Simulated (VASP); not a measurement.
Li3HS:

```
S H Li
1.0
     3.80117    0.00000    0.00000
     0.00000    3.80117    0.00000
     0.00000    0.00000    3.80117
S H Li
1 1 3
Cartesian
  1.9006 1.9006 1.9006
  0.0000 0.0000 0.0000
  1.9006 0.0000 0.0000
  0.0000 1.9006 0.0000
  0.0000 0.0000 1.9006
```

* Program: VASP 6.6.1
* Task: relaxation of cell and atoms
* Functional: PBE
* Dispersion: D3(BJ)
* Potentials or basis: VASP PAW PBE potentials, release 64 (S, H, Li_sv)
* Cutoff: 600 eV
* k mesh: 6 × 6 × 6
* Occupations: gaussian, width 0.02 eV
* Spin: no spin polarisation

At the start: pressure -4.1 GPa; volume 10.98 Å³/atom.

Task: Where does the relaxation end?

Result: Over 4 steps the energy falls by 13.5 meV/atom and the volume is 10.00 Å³/atom (-9.0 %); space group Pm-3m (No. 221, to 0.05 Å).

The path:
| step | energy change (eV) | largest force (eV/Å) | pressure (GPa) | volume (Å³) |
| --- | --- | --- | --- | --- |
| 1 | 0.0000 | 0.0000 | -4.06 | 54.92 |
| 2 | -0.0450 | 0.0000 | -2.50 | 52.74 |
| 3 | -0.0671 | 0.0000 | -0.26 | 50.25 |
| 4 | -0.0673 | 0.0000 | 0.04 | 49.98 |

Final structure:
```cif
data_structure
_symmetry_space_group_name_H-M 'P 1'
_symmetry_Int_Tables_number 1
_cell_length_a 3.6835
_cell_length_b 3.6835
_cell_length_c 3.6835
_cell_angle_alpha 90.000
_cell_angle_beta 90.000
_cell_angle_gamma 90.000
_cell_volume 49.98
loop_
_atom_site_label
_atom_site_type_symbol
_atom_site_fract_x
_atom_site_fract_y
_atom_site_fract_z
_atom_site_occupancy
S1 S 0.50000 0.50000 0.50000 1
H1 H 0.00000 0.00000 0.00000 1
Li1 Li 0.50000 0.00000 0.00000 1
Li2 Li 0.00000 0.50000 0.00000 1
Li3 Li 0.00000 0.00000 0.50000 1
```

Caveat: the cutoff is under 1.25 times the usual one of these potentials, so pressure, stress and relaxed cells hold a basis-set (Pulay) error.
